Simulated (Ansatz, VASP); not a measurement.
GaN in VASP and in Ansatz

```xyz
2
Lattice="0.0000 2.2535 2.2535 2.2535 0.0000 2.2535 2.2535 2.2535 0.0000" Properties=species:S:1:pos:R:3 pbc="T T T"
Ga    0.0000    0.0000    0.0000
N     3.3803    3.3803    3.3803
```

Alike in both runs: task relaxation of cell and atoms; functional PBE; k mesh 6 × 6 × 6; occupations gaussian, width 0.1 eV; no spin polarisation.

```csv
,VASP,Ansatz
version,VASP 6.6.1,Ansatz 0.2.0
potentials or method,"VASP PAW PBE potentials, release 64 (Ga_d, N), cutoff 600 eV","scalar-relativistic, plane waves, PAW"
valence electrons in the cell,18,18
```

Ansatz gave:

| Property | Result |
| --- | --- |
| gap on the k mesh at the Fermi level, each at its own relaxed structure (eV) | 1.55 |
| relaxed volume (Å³/atom) | 11.75 |
| relaxed cell length with the largest relative difference (Å) | 3.215 |

Problem. What did VASP give for the same quantities?

Solution. gap on the k mesh at the Fermi level, each at its own relaxed structure (eV): 1.55; relaxed volume (Å³/atom): 11.76; relaxed cell length with the largest relative difference (Å): 3.216.
